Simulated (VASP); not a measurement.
Write the native input for VASP 6.6.1 that does the following.

```yaml
Task: single point
Functional: r2SCAN
Potentials_or_basis: VASP PAW PBE potentials, release 64 (B, N)
Cutoff: 520 eV
k_mesh: 10 × 10 × 2
Occupations: gaussian, width 0.05 eV
Spin: no spin polarisation
Dipole_correction: no
Further_INCAR_settings: ALGO = Normal; EDIFF = 1e-06; NBANDS = 36
```

Crystal: BN.

```xyz
12
Lattice="-2.5440 0.0000 0.0000 -1.2720 -2.2031 0.0000 0.0000 0.0000 13.3732" Properties=species:S:1:pos:R:3 pbc="T T T"
B    -2.5440   -1.4688    2.8922
B    -2.5440   -1.4688    7.0999
B    -2.5440   -1.4688   11.3077
B    -1.2720   -0.7344    0.7883
B    -1.2720   -0.7344    4.9961
B    -1.2720   -0.7344    9.2038
N    -2.5440   -1.4688    1.3160
N    -2.5440   -1.4688    5.5237
N    -2.5440   -1.4688    9.7315
N    -1.2720   -0.7344   11.8353
N    -1.2720   -0.7344    3.4198
N    -1.2720   -0.7344    7.6276
```

This cell differs from its parent crystal: the distance across one plane changed.

One way to write it, as run:

POSCAR

```
BN
1.0
   -2.5439665234      0.0000000000      0.0000000000
   -1.2719832617     -2.2031396357      0.0000000000
    0.0000000000      0.0000000000     13.3732348039
B N
6 6
Direct
    0.6666666667      0.6666666667      0.2162671786
    0.6666666667      0.6666666667      0.5309064559
    0.6666666667      0.6666666667      0.8455457333
    0.3333333333      0.3333333333      0.0589475399
    0.3333333333      0.3333333333      0.3735868173
    0.3333333333      0.3333333333      0.6882260946
    0.6666666667      0.6666666667      0.0984035627
    0.6666666667      0.6666666667      0.4130428401
    0.6666666667      0.6666666667      0.7276821174
    0.3333333333      0.3333333333      0.8850017561
    0.3333333333      0.3333333333      0.2557232014
    0.3333333333      0.3333333333      0.5703624787
```

INCAR.step1

```
ALGO = Normal
EDIFF = 1E-4
ENCUT = 520
GGA = PE
ISMEAR = 0
LASPH = True
LCHARG = False
LREAL = False
LWAVE = True
NBANDS = 36
NELM = 80
PREC = Accurate
SIGMA = 0.05
```

INCAR.step2

```
ALGO = Normal
EDIFF = 1E-6
ENCUT = 520
ISIF = 2
ISMEAR = 0
ISTART = 1
LASPH = True
LCHARG = True
LELF = True
LMIXTAU = True
LREAL = False
LVHAR = True
LWAVE = False
METAGGA = R2SCAN
NBANDS = 36
NELM = 80
PREC = Accurate
SIGMA = 0.05
```

KPOINTS

```
k-points
0
Gamma
  10 10 2
```

Potentials or basis: VASP PAW PBE potentials, release 64 (B, N).

The run is started by

```sh
$ cat potpaw_PBE.64/B/POTCAR potpaw_PBE.64/N/POTCAR > POTCAR
$ cp INCAR.step1 INCAR
$ mpirun -np 1 vasp_std > vasp.out
$ cp INCAR.step2 INCAR
$ mpirun -np 1 vasp_std > vasp.out
```

Results of the run:

```yaml
Pressure: -5.9 GPa
Largest_force: 2.767 eV/Å
Band_gap_on_the_k_mesh: 2.72 eV (least direct gap 3.28 eV)
```

Caveat: the cell differs from its parent crystal (the distance across one plane changed); the stress differs along the axes, from -17 to -0 GPa; the PAW data sets were made with another functional, which shifts forces and pressure a little.

Wall time 2.9 min on 1 thread of AMD EPYC 9R45 96-Core Processor (Zen 5), with other jobs on the host, peak memory 0.19 GiB.
